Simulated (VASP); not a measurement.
# CdSe (F-43m) in VASP: a series of runs, part 2 of 2

VASP 6.6.1.

### Step 3. Electric field gradients, PBE (volume scaled by 0.96)

Input file INCAR:

```
SYSTEM = CdSe
PREC = Accurate
ENCUT = 520
EDIFF = 1E-8
ISMEAR = -1
SIGMA = 0.03
LREAL = .FALSE.
LASPH = .TRUE.
NELM = 60
ALGO = Normal
ISIF = 2
LWAVE = .FALSE.
LCHARG = .FALSE.
GGA = PE
LEFG = .TRUE.
NBANDS = 16
```

Input file KPOINTS:

```
regular mesh
0
G
  8 8 8
  0 0 0
```

Input file POSCAR:

```
CdSe
1.0
    0.0000000000      3.0287759606      3.0287759606
    3.0287759606      0.0000000000      3.0287759606
    3.0287759606      3.0287759606      0.0000000000
Cd Se
1 1
Direct
    0.0000000000      0.0000000000      0.0000000000
    0.2500000000      0.2500000000      0.2500000000
```

Potentials or basis: VASP PAW PBE potentials, release 64 (Cd, Se).

The run is started by

```console
$ cat potpaw_PBE.64/Cd/POTCAR potpaw_PBE.64/Se/POTCAR > POTCAR
$ mpirun -np 1 vasp_std > vasp.out
```

OUTCAR:

```text
SYSTEM = CdSe
   PREC = Accurate
   ENCUT = 520
   EDIFF = 1E-8
   ISMEAR = -1
   LREAL = .FALSE.
   LASPH = .TRUE.
   NELM = 60
   ISIF = 2
   GGA = PE

 ion  position               nearest neighbor table
   1  0.000  0.000  0.000-   2 2.62   2 2.62   2 2.62   2 2.62
   2  0.250  0.250  0.250-   1 2.62   1 2.62   1 2.62   1 2.62

  LATTYP: Found a face centered cubic cell.
 ALAT       =     6.0575519212

  Lattice vectors:

 A1 = (   0.0000000000,   3.0287759606,   3.0287759606)
 A2 = (   3.0287759606,   0.0000000000,   3.0287759606)
 A3 = (   3.0287759606,   3.0287759606,   0.0000000000)

Analysis of symmetry for initial positions (statically):
=====================================================================
 Subroutine PRICEL returns:
 Original cell was already a primitive cell.

 Routine SETGRP: Setting up the symmetry group for a
 face centered cubic supercell.

 Subroutine GETGRP returns: Found 24 space group operations
 (whereof 24 operations were pure point group operations)
 out of a pool of 48 trial point group operations.

The static configuration has the point symmetry T_d .

Analysis of symmetry for dynamics (positions and initial velocities):
=====================================================================
 Subroutine PRICEL returns:
 Original cell was already a primitive cell.

 Routine SETGRP: Setting up the symmetry group for a
 face centered cubic supercell.

 Subroutine GETGRP returns: Found 24 space group operations
 (whereof 24 operations were pure point group operations)
 out of a pool of 48 trial point group operations.

The dynamic configuration has the point symmetry T_d .

 Subroutine INISYM returns: Found 24 space group operations
 (whereof 24 operations are pure point group operations),
 and found     1 'primitive' translations

----------------------------------------------------------------------------------------

                                     Primitive cell

  volume of cell :      55.5689

  direct lattice vectors                    reciprocal lattice vectors
     0.000000000  3.028775961  3.028775961    -0.165083191  0.165083191  0.165083191
     3.028775961  0.000000000  3.028775961     0.165083191 -0.165083191  0.165083191
     3.028775961  3.028775961  0.000000000     0.165083191  0.165083191 -0.165083191

  length of vectors
     4.283336041  4.283336041  4.283336041     0.285932474  0.285932474  0.285932474

  position of ions in fractional coordinates (direct lattice)
     0.000000000  0.000000000  0.000000000
     0.250000000  0.250000000  0.250000000

  ion indices of the primitive-cell ions
   primitive index   ion index
                 1           1
                 2           2

----------------------------------------------------------------------------------------

 KPOINTS: regular mesh

Automatic generation of k-mesh.
 Grid dimensions read from file:
 generate k-points for:    8    8    8

 Generating k-lattice:

  Cartesian coordinates                     Fractional coordinates (reciprocal lattice)
    -0.020635399  0.020635399  0.020635399     0.125000000  0.000000000  0.000000000
[... 64 lines left out ...]
   NFREE  =      0    steps in history (QN), initial steepest desc. (CG)
   ISIF   =      2    stress and relaxation
   ISYM   =      2    0-nonsym 1-usesym 2-fastsym
   POTIM  = 0.5000    time-step for ionic-motion
   TEBEG  =    0.0;   TEEND  =   0.0 temperature during run
   PSTRESS=    0.0 pullay stress
   NELECT =      18.0000    total number of electrons
   NUPDOWN=      -1.0000    fix difference up-down
   EMIN   =  10.00;   EMAX   =-10.00  energy-range for DOS
   EFERMI =   0.00;   METHOD = LEGACY
   ISMEAR =    -1;   SIGMA  =   0.03  broadening in eV -4-tet -1-fermi 0-gaus
   EFERMI_NEDOS =   21; number of points for ismear=-14 and -15
   IALGO  =     38    algorithm
   IMIX   =      4    mixing-type and parameters
     AMIX     =   0.40;   BMIX     =  1.00
     AMIX_MAG =   1.60;   BMIX_MAG =  1.00
  volume/ion in A,a.u.               =      27.78       187.50
  Fermi-wavevector in a.u.,A,eV,Ry     =   1.124316  2.124650 17.198951  1.264087
  Thomas-Fermi vector in A             =   2.260987
   LORBIT       =      0    0 simple, 1 ext, 2 COOP (PROOUT), +10 PAW based schemes
   GGA     = PE    functional components
   LHFCALC =     F    Hartree Fock is set to
   AEXX    =    0.0000 exact exchange contribution
   IVDW    =     0    specifies the selected vdW correction
   LEPSILON=     F    determine dielectric tensor
   LRPA    =     F    only Hartree local field effects (RPA)
 non-spin polarized calculation
  energy-cutoff  :      520.00
  volume of cell :       55.57
 maximum number of plane-waves:      1524
   NGX = 15   NGY = 15   NGZ = 15

 number of electron      17.9999997 magnetization

 Free energy of the ion-electron system (eV)
  ---------------------------------------------------
  ext. energy  EPLUGINS =         0.00000000
  ---------------------------------------------------
  free energy    TOTEN  =        -5.45155803 eV

  energy without entropy =       -5.45155791  energy(sigma->0) =       -5.45155797

 E-fermi :   1.3759     XC(G=0):  -8.9414

 val. band max:        1.0407710956   @ k =   0.0000   0.0000   0.0000
 cond. band min:       1.6756646945   @ k =   0.0000   0.0000   0.0000
 fundamental gap:      0.6348935989
 Fermi energy:         1.3758844742

 k-point     1 :       0.0000    0.0000    0.0000
  band No.  band energies     occupation
      1     -11.6230      2.00000
      2      -6.9362      2.00000
      3      -6.9362      2.00000
      4      -6.9362      2.00000
      5      -6.5481      2.00000
      6      -6.5481      2.00000
[... 433 lines left out ...]
      3      -6.7760      2.00000
      4      -6.5688      2.00000
      5      -6.5313      2.00000
      6      -6.1535      2.00000
[... 8 lines left out ...]
     15      12.7586      0.00000
     16      13.7283      0.00000

 [... further k-points ...]
[... 5 lines left out ...]
  --------------------------------------------------------------------------------------
  -------------------------------------------------------------------------------------
  Total        1.3507220      1.3507220      1.3507220      0.0000000      0.0000000      0.0000000
  in kB       38.9444088     38.9444088     38.9444088      0.0000000      0.0000000      0.0000000
  external PRESSURE =      38.9444088 kB  Pullay stress =       0.0000000 kB

 VOLUME and BASIS-vectors are now :
 -----------------------------------------------------------------------------
  energy-cutoff  :      520.00
  volume of cell :       55.57
      direct lattice vectors                 reciprocal lattice vectors
     0.000000000  3.028775961  3.028775961    -0.165083191  0.165083191  0.165083191
     3.028775961  0.000000000  3.028775961     0.165083191 -0.165083191  0.165083191
     3.028775961  3.028775961  0.000000000     0.165083191  0.165083191 -0.165083191

 POSITION                                       TOTAL-FORCE (eV/Angst)
 -----------------------------------------------------------------------------------
      0.00000      0.00000      0.00000        -0.000000     -0.000000     -0.000000
      1.51439      1.51439      1.51439         0.000000      0.000000      0.000000
 -----------------------------------------------------------------------------------
    total drift:                               -0.000000     -0.000000     -0.000000

  FREE ENERGIE OF THE ION-ELECTRON SYSTEM (eV)
  ---------------------------------------------------
  free  energy   TOTEN  =        -5.4515580316 eV

  energy  without entropy=       -5.4515579057  energy(sigma->0) =       -5.45155797

 Electric field gradients (V/A^2)
---------------------------------------------------------------------
 ion       V_xx      V_yy      V_zz      V_xy      V_xz      V_yz
---------------------------------------------------------------------
   1       0.000     0.000     0.000    -0.001    -0.001    -0.001
   2      -0.000    -0.000    -0.000    -0.000    -0.000    -0.000
---------------------------------------------------------------------

 Electric field gradients after diagonalization (V/A^2)
 (convention: |V_zz| > |V_xx| > |V_yy|)
----------------------------------------------------------------------
 ion       V_xx      V_yy      V_zz     asymmetry (V_yy - V_xx)/ V_zz
----------------------------------------------------------------------
   1       0.001     0.001    -0.002       0.000
   2       0.000     0.000    -0.000       0.000
----------------------------------------------------------------------

           NMR quadrupolar parameters

 Cq : quadrupolar parameter    Cq=e*Q*V_zz/h
 eta: asymmetry parameters     (V_yy - V_xx)/ V_zz
 Q  : nuclear electric quadrupole moment in mb (millibarn)
----------------------------------------------------------------------
 ion       Cq(MHz)       eta       Q (mb)
----------------------------------------------------------------------
   1      -0.000       0.000       1.000
   2      -0.000       0.000       1.000
----------------------------------------------------------------------
```

stdout:

```text
POSCAR found type information on POSCAR CdSe
 POSCAR found :  2 types and       2 ions
 scaLAPACK will be used
 LDA part: xc-table for (Slater+PW92), standard interpolation
 POSCAR, INCAR and KPOINTS ok, starting setup
 FFT: planning ... GRIDC
 FFT: planning ... GRID_SOFT
 FFT: planning ... GRID
 WAVECAR not read
 entering main loop
ion   1

ion   2
```

Wall time 17 s (1 thread of AMD EPYC 9R45 (Zen 5), shared host); peak memory 0.15 GiB.

Results:

- Free energy: -5.4516 eV
- Pressure: 3.9 GPa
- Band gap on the k mesh: 0.63 eV, direct

Caveat: without QUAD_EFG the Cq values of the log hold for a quadrupole moment of 1 mb, not for the nuclei.
